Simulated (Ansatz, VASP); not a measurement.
## Two plane-wave programs on PbS

```
Pb S
1.0
     2.08411    1.20326    3.40526
    -2.08411    1.20326    3.40526
     0.00000   -2.40652    3.40526
Pb S
1 1
Direct
  0.98057 0.98057 0.98057
  0.47504 0.47504 0.47504
```

Alike in both runs: task single point; functional LDA; k mesh 8 × 8 × 8; occupations fermi-dirac, width 0.05 eV; no spin polarisation.

|  | VASP | Ansatz |
| --- | --- | --- |
| version | VASP 6.6.1 | Ansatz 0.2.0 |
| potentials or method | VASP PAW LDA potentials, release 64 (Pb_d, S) | Ansatz PAW |
| plane-wave cutoff (eV) | 520 | 420 |
| valence electrons in the cell | 20 | 20 |

|  | VASP | Ansatz | Ansatz less VASP |
| --- | --- | --- | --- |
| gap on the k mesh at the Fermi level (eV) | 0.17 | 0.20 | +0.021 |
| least direct gap on the mesh (eV) | 0.17 | 0.20 | +0.021 |
| pressure (GPa) | -1.5 | -1.6 | -0.04 |
| rms of the force components (eV/Å) | 0.010 | 0.009 | -0.0011 |

LDA's correlation is that of Perdew and Zunger in VASP and of Perdew and Wang (1992) in Ansatz. Atom by atom the forces differ by 0.001 eV/Å (rms over components).

Spin-orbit coupling is off throughout.
